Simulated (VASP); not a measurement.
# Si8O16F (a cell with a defect) in VASP: further runs

The runs below take Si8O16F (a cell with a defect) through single point, with PBE+D3(BJ).

Everything below comes from runs of VASP 6.6.1. Logs are shortened: lines on timing, memory, paths and dates and some standing lists are left out, and cuts for length are marked.

### Step 1. The cell of the first run

The cell holds a defect, 25 atoms: a = 5.869 Å, b = 5.869 Å, c = 5.315 Å, α = 90.00°, β = 90.00°, γ = 90.00°.

### Step 2. Single point, PBE+D3(BJ)

INCAR reads:

```
SYSTEM = Si8O16F
PREC = Accurate ; ENCUT = 520
EDIFF = 1E-7 ; ISMEAR = 0
SIGMA = 0.02 ; LREAL = Auto
LASPH = .TRUE. ; NELM = 60
ALGO = Normal ; ISIF = 2
LWAVE = .FALSE. ; LCHARG = .FALSE.
GGA = PE ; IVDW = 12
NBANDS = 86 ; NELECT = 136.0
```

KPOINTS reads:

```
regular mesh
0
G
  2 2 3
  0 0 0
```

POSCAR reads:

```
Si8O16F
1.0
   -4.1501000000     -4.1501000000      0.0000000000
    4.1501000000     -4.1501000000      0.0000000000
    0.0000000000      0.0000000000      5.3150000000
Si O F
8 16 1
Direct
    0.4866847657      0.4919267579      0.0007034646
   -0.0051273801      0.4960651421      0.2523627359
    0.4960058628      0.4989891513      0.5009967675
   -0.0074685437      0.5175423114      0.7522241295
    0.0114857012      0.0073644909     -0.0054953818
    0.4975894437     -0.0090127911      0.2559770524
   -0.0096178225      0.0184867777      0.4884089326
    0.4989282257     -0.0145404489      0.7529811921
    0.1864148024      0.5203890664     -0.0057555095
    0.0819306137      0.2032307152      0.2118216493
    0.7973524510      0.4981449779      0.0061061458
   -0.0019776814      0.8157540090      0.2461844914
    0.1876771079      0.5073927252      0.5028959287
    0.0024921955      0.2051622742      0.7487783285
    0.7994005992      0.5519066725      0.5122083100
    0.0022365778      0.8180563239      0.7517259333
    0.6983718604      0.0029091092      0.0061791217
    0.4889465816      0.6876122790      0.2464892395
    0.3150146000     -0.0184346692     -0.0058342248
    0.4709086061      0.3044533350      0.2468121710
    0.6770541387     -0.0632721328      0.5160649515
    0.4873206406      0.6813978470      0.7590382877
    0.3000317258     -0.0067059363      0.5045314967
    0.4985868815      0.2965531135      0.7465568638
    0.7924927465      0.2274177988      0.3895293226
```

Potentials or basis: VASP PAW PBE potentials, release 64 (Si, O, F).

Run with:

```bash
cat potpaw_PBE.64/Si/POTCAR potpaw_PBE.64/O/POTCAR potpaw_PBE.64/F/POTCAR > POTCAR
mpirun -np 1 vasp_std > vasp.out
```

OUTCAR:

```text
SYSTEM = Si8O16F
   PREC = Accurate
   ENCUT = 520
   EDIFF = 1E-7
   ISMEAR = 0
   LREAL = Auto
   LASPH = .TRUE.
   NELM = 60
   ISIF = 2
   GGA = PE
   IVDW = 12
   NELECT = 136.0
 IVDW          = 12

 ion  position               nearest neighbor table
   1  0.487  0.492  0.001-  22 1.70  20 1.71  18 1.74   9 1.77  24 1.77  11 1.82   3 2.66   3 2.66

   2  0.995  0.496  0.252-  11 1.75  13 1.75   9 1.78  10 1.81  15 1.83  12 1.88  25 2.10   4 2.66
                             4 2.66   7 3.07
   3  0.496  0.499  0.501-  22 1.74  18 1.75  24 1.77  20 1.77  15 1.81  13 1.81  25 2.43   1 2.66
                             1 2.66
   4  0.993  0.518  0.752-   9 1.72  15 1.72  13 1.75  16 1.76  11 1.77  14 1.83   2 2.66   2 2.66

   5  0.011  0.007  0.995-  10 1.68  16 1.70  14 1.75  12 1.75  19 1.79  17 1.84   7 2.63   7 2.69
                             8 3.14
   6  0.498  0.991  0.256-  19 1.76  23 1.76  21 1.77  17 1.78  18 1.78  20 1.85  25 2.33   8 2.64
                             8 2.67
   7  0.990  0.018  0.488-  12 1.75  14 1.77  25 1.77  23 1.83  16 1.83  10 1.90  21 1.91   5 2.63
                             5 2.69   2 3.07
   8  0.499  0.985  0.753-  21 1.66  19 1.68  23 1.76  22 1.79  17 1.79  24 1.83   6 2.64   6 2.67
                             5 3.14
   9  0.186  0.520  0.994-   4 1.72   1 1.77   2 1.78
  10  0.082  0.203  0.212-   5 1.68   2 1.81   7 1.90
  11  0.797  0.498  0.006-   2 1.75   4 1.77   1 1.82
  12  0.998  0.816  0.246-   5 1.75   7 1.75   2 1.88
  13  0.188  0.507  0.503-   2 1.75   4 1.75   3 1.81
  14  0.002  0.205  0.749-   5 1.75   7 1.77   4 1.83
[... 8 lines left out ...]
  23  0.300  0.993  0.505-   6 1.76   8 1.76   7 1.83
  24  0.499  0.297  0.747-   3 1.77   1 1.77   8 1.83
  25  0.792  0.227  0.390-   7 1.77   2 2.10   6 2.33   3 2.43

  LATTYP: Found a simple tetragonal cell.
 ALAT       =     5.8691277052
 C/A-ratio  =     0.9055860201

  Lattice vectors:

 A1 = (  -4.1501000000,  -4.1501000000,   0.0000000000)
 A2 = (   4.1501000000,  -4.1501000000,   0.0000000000)
 A3 = (   0.0000000000,   0.0000000000,   5.3150000000)

Analysis of symmetry for initial positions (statically):
=====================================================================
 Subroutine PRICEL returns:
 Original cell was already a primitive cell.

 Routine SETGRP: Setting up the symmetry group for a
 simple tetragonal supercell.

 Subroutine GETGRP returns: Found  1 space group operations
 (whereof  1 operations were pure point group operations)
 out of a pool of 16 trial point group operations.

The static configuration has the point symmetry C_1 .

Analysis of symmetry for dynamics (positions and initial velocities):
=====================================================================
 Subroutine PRICEL returns:
 Original cell was already a primitive cell.

 Routine SETGRP: Setting up the symmetry group for a
 simple tetragonal supercell.

 Subroutine GETGRP returns: Found  1 space group operations
 (whereof  1 operations were pure point group operations)
 out of a pool of 16 trial point group operations.

The dynamic configuration has the point symmetry C_1 .

 Subroutine INISYM returns: Found  1 space group operations
 (whereof  1 operations are pure point group operations),
 and found     1 'primitive' translations

----------------------------------------------------------------------------------------

                                     Primitive cell

  volume of cell :     183.0840

  direct lattice vectors                    reciprocal lattice vectors
    -4.150100000 -4.150100000  0.000000000    -0.120479025 -0.120479025  0.000000000
     4.150100000 -4.150100000  0.000000000     0.120479025 -0.120479025  0.000000000
     0.000000000  0.000000000  5.315000000     0.000000000  0.000000000  0.188146754

  length of vectors
     5.869127705  5.869127705  5.315000000     0.170383071  0.170383071  0.188146754

  position of ions in fractional coordinates (direct lattice)
     0.486684766  0.491926758  0.000703465
     0.994872620  0.496065142  0.252362736
     0.496005863  0.498989151  0.500996767
     0.992531456  0.517542311  0.752224130
     0.011485701  0.007364491  0.994504618
     0.497589444  0.990987209  0.255977052
[... 17 lines left out ...]
     0.498586882  0.296553114  0.746556864
     0.792492747  0.227417799  0.389529323

  ion indices of the primitive-cell ions
   primitive index   ion index
                 1           1
                 2           2
                 3           3
                 4           4
                 5           5
                 6           6
[... 17 lines left out ...]
                24          24
                25          25

----------------------------------------------------------------------------------------

 KPOINTS: regular mesh

Automatic generation of k-mesh.
 Grid dimensions read from file:
 generate k-points for:    2    2    3

 Generating k-lattice:

  Cartesian coordinates                     Fractional coordinates (reciprocal lattice)
    -0.060239512 -0.060239512  0.000000000     0.500000000  0.000000000  0.000000000
     0.060239512 -0.060239512  0.000000000     0.000000000  0.500000000  0.000000000
     0.000000000  0.000000000  0.062715585     0.000000000  0.000000000  0.333333333

  Length of vectors
     0.085191535  0.085191535  0.062715585

  Shift w.r.t. Gamma in fractional coordinates (k-lattice)
     0.000000000  0.000000000  0.000000000

 Subroutine IBZKPT returns following result:
 ===========================================

 Found      8 irreducible k-points:

 Following reciprocal coordinates:
            Coordinates               Weight
  0.000000  0.000000  0.000000      1.000000
  0.500000  0.000000  0.000000      1.000000
  0.000000  0.500000  0.000000      1.000000
  0.500000  0.500000  0.000000      1.000000
  0.000000  0.000000  0.333333      2.000000
  0.500000  0.000000  0.333333      2.000000
  0.000000  0.500000  0.333333      2.000000
  0.500000  0.500000  0.333333      2.000000
   k-points           NKPTS =      8   k-points in BZ     NKDIM =      8   number of bands    NBANDS=     86
   number of dos      NEDOS =    301   number of ions     NIONS =     25
   total plane-waves  NPLWV =  92160
   dimension x,y,z NGX =    48 NGY =   48 NGZ =   40
   dimension x,y,z NGXF=    96 NGYF=   96 NGZF=   80
   ions per type =               8  16   1
   NGX,Y,Z   is equivalent  to a cutoff of  13.60, 13.60, 12.51 a.u.
   NGXF,Y,Z  is equivalent  to a cutoff of  27.19, 27.19, 25.02 a.u.
 SYSTEM =  Si8O16F
   PREC   = accura    normal or accurate (medium, high low for compatibility)
   ISTART =      0    job   : 0-new  1-cont  2-samecut
   ICHARG =      2    charge: 1-file 2-atom 10-const
   ISPIN  =      1    spin polarized calculation?
   LNONCOLLINEAR =      F non collinear calculations
   LSORBIT =      F    spin-orbit coupling
   LASPH  =      T    aspherical Exc in radial PAW
   ENCUT  =  520.0 eV  38.22 Ry    6.18 a.u.  10.91 10.91  9.88*2*pi/ulx,y,z
   NELM   =     60;   NELMIN=  2; NELMDL= -5     # of ELM steps
   EDIFF  = 0.1E-06   stopping-criterion for ELM
   LREAL  =      T    real-space projection
   EDIFFG = 0.1E-05   stopping-criterion for IOM
   NSW    =      0    number of steps for IOM
   IBRION =     -1    ionic relax: 0-MD 1-quasi-New 2-CG
   NFREE  =      0    steps in history (QN), initial steepest desc. (CG)
   ISIF   =      2    stress and relaxation
   ISYM   =      2    0-nonsym 1-usesym 2-fastsym
   POTIM  = 0.5000    time-step for ionic-motion
   TEBEG  =    0.0;   TEEND  =   0.0 temperature during run
   PSTRESS=    0.0 pullay stress
   NELECT =     136.0000    total number of electrons
   NUPDOWN=      -1.0000    fix difference up-down
   EMIN   =  10.00;   EMAX   =-10.00  energy-range for DOS
   EFERMI =   0.00;   METHOD = LEGACY
   ISMEAR =     0;   SIGMA  =   0.02  broadening in eV -4-tet -1-fermi 0-gaus
   EFERMI_NEDOS =   21; number of points for ismear=-14 and -15
   IALGO  =     38    algorithm
   IMIX   =      4    mixing-type and parameters
     AMIX     =   0.40;   BMIX     =  1.00
     AMIX_MAG =   1.60;   BMIX_MAG =  1.00
  volume/ion in A,a.u.               =       7.32        49.42
  Fermi-wavevector in a.u.,A,eV,Ry     =   1.482647  2.801796 29.908887  2.198241
  Thomas-Fermi vector in A             =   2.596407
   LORBIT       =      0    0 simple, 1 ext, 2 COOP (PROOUT), +10 PAW based schemes
   GGA     = PE    functional components
   LHFCALC =     F    Hartree Fock is set to
   AEXX    =    0.0000 exact exchange contribution
   IVDW    =    12    specifies the selected vdW correction
   LEPSILON=     F    determine dielectric tensor
   LRPA    =     F    only Hartree local field effects (RPA)
 non-spin polarized calculation
 Gauss-broadening in eV      SIGMA  =   0.02
  energy-cutoff  :      520.00
  volume of cell :      183.08
 maximum number of plane-waves:      4948
 NGX is ok and might be reduce to    48
   NGX = 21   NGY = 21   NGZ = 19

 number of electron     135.9999980 magnetization

 Free energy of the ion-electron system (eV)
  ---------------------------------------------------
  ext. energy  EPLUGINS =         0.00000000
  ---------------------------------------------------
  free energy    TOTEN  =      -170.36299850 eV

  energy without entropy =     -170.36299850  energy(sigma->0) =     -170.36299850

 E-fermi :   9.5423     XC(G=0): -12.6523

 val. band max:        9.4049841687   @ k =   0.0000   0.0000   0.3333
 cond. band min:      14.5970336880   @ k =   0.0000   0.0000   0.0000
 fundamental gap:      5.1920495193
 Fermi energy:         9.5422718843

 k-point     1 :       0.0000    0.0000    0.0000
  band No.  band energies     occupation
      1     -15.3035      2.00000
      2     -13.5191      2.00000
      3     -12.1518      2.00000
      4     -12.0736      2.00000
      5     -11.3742      2.00000
      6     -11.1511      2.00000
[... 72 lines left out ...]
     79      18.6945      0.00000
[... 580 lines left out ...]
     79      18.9094      0.00000
     80      19.1056      0.00000
 [bands above 80 left out]

------------------------ aborting loop because EDIFF is reached ----------------------------------------

 Edisp (eV)   -6.11216

 E8    (eV) :    -2.0854

  FORCE on cell =-STRESS in cart. coord.  units (eV):
  Direction    XX          YY          ZZ          XY          YZ          ZX
  --------------------------------------------------------------------------------------
  -------------------------------------------------------------------------------------
  Total      44.26062    47.67199    40.29247     1.09271     3.90329     3.95138
  in kB     387.32696   417.18000   352.60141     9.56240    34.15785    34.57874
  external pressure =      385.70 kB  Pullay stress =        0.00 kB

 VOLUME and BASIS-vectors are now :
 -----------------------------------------------------------------------------
  energy-cutoff  :      520.00
  volume of cell :      183.08
      direct lattice vectors                 reciprocal lattice vectors
    -4.150100000 -4.150100000  0.000000000    -0.120479025 -0.120479025  0.000000000
     4.150100000 -4.150100000  0.000000000     0.120479025 -0.120479025  0.000000000
     0.000000000  0.000000000  5.315000000     0.000000000  0.000000000  0.188146754

 POSITION                                       TOTAL-FORCE (eV/Angst)
 -----------------------------------------------------------------------------------
      0.02175     -4.06134      0.00374         0.006683      0.000956     -0.001418
     -2.07010     -6.18754      1.34131         0.018127     -0.031438     -0.002593
      0.01238     -4.12933      2.66280         0.005916     -0.003173     -0.011590
     -1.97125     -6.26696      3.99807        -0.008813     -0.014229      0.007764
     -0.01710     -0.07823      5.28579        -0.024121      0.009338     -0.005188
      2.04765     -6.17774      1.36052         0.023262      0.016223     -0.017209
[... 17 lines left out ...]
     -0.83846     -3.29991      3.96795        -0.022192      0.010106     -0.000973
     -2.34512     -4.23273      2.07035         0.082083      0.015751     -0.020424
 -----------------------------------------------------------------------------------
    total drift:                               -0.001661      0.008610      0.007586

  FREE ENERGIE OF THE ION-ELECTRON SYSTEM (eV)
  ---------------------------------------------------
  free  energy   TOTEN  =      -176.4751585552 eV

  energy  without entropy=     -176.4751585552  energy(sigma->0) =     -176.47515856
```

Wall time 2.3 min (1 thread of Intel Xeon Platinum 8559C (Emerald Rapids), shared host); peak memory 0.32 GiB.

What came out:

* Free energy: -176.4752 eV
* Largest force: 0.105 eV/Å
* Dispersion energy per atom: -0.244 eV

Forces on the atoms (eV/Å):
```
Si   0.007  0.001 -0.001
Si   0.018 -0.031 -0.003
Si   0.006 -0.003 -0.012
Si  -0.009 -0.014  0.008
Si  -0.024  0.009 -0.005
Si   0.023  0.016 -0.017
Si  -0.099  0.007  0.034
Si  -0.003  0.016  0.020
O   -0.010  0.002  0.005
O    0.024 -0.004  0.025
O    0.009  0.014 -0.008
O   -0.019  0.017 -0.012
O   -0.013 -0.009  0.004
O    0.020 -0.006 -0.013
O    0.003  0.033 -0.005
O   -0.002 -0.001 -0.009
O   -0.008 -0.017  0.005
O    0.013 -0.015 -0.005
O    0.024  0.011  0.024
O   -0.032  0.012  0.010
O   -0.009 -0.051 -0.029
O    0.012 -0.022 -0.002
O    0.009  0.010  0.004
O   -0.022  0.010 -0.001
F    0.082  0.016 -0.020
```

Levels at points of the mesh, in eV from the Fermi level:
```csv
k point,band 66,band 67,band 68,band 69,band 70,band 71
"(0.00, 0.00, 0.00)",-0.88,-0.57,-0.20,5.05,5.92,6.31
"(0.50, 0.00, 0.00)",-1.24,-0.70,-0.27,5.93,6.11,6.70
"(0.00, 0.50, 0.00)",-1.38,-0.82,-0.22,5.97,6.28,6.56
"(0.50, 0.50, 0.00)",-1.30,-1.07,-0.44,6.54,6.81,6.92
```

Caveat: the k points lie up to 0.54 Å⁻¹ apart; the cell carries a net charge on a neutralising background, which shifts energy and pressure; the cell is charged against a uniform background, so pressure and absolute levels hang on convention.

(Continued in part 2 of 2.)
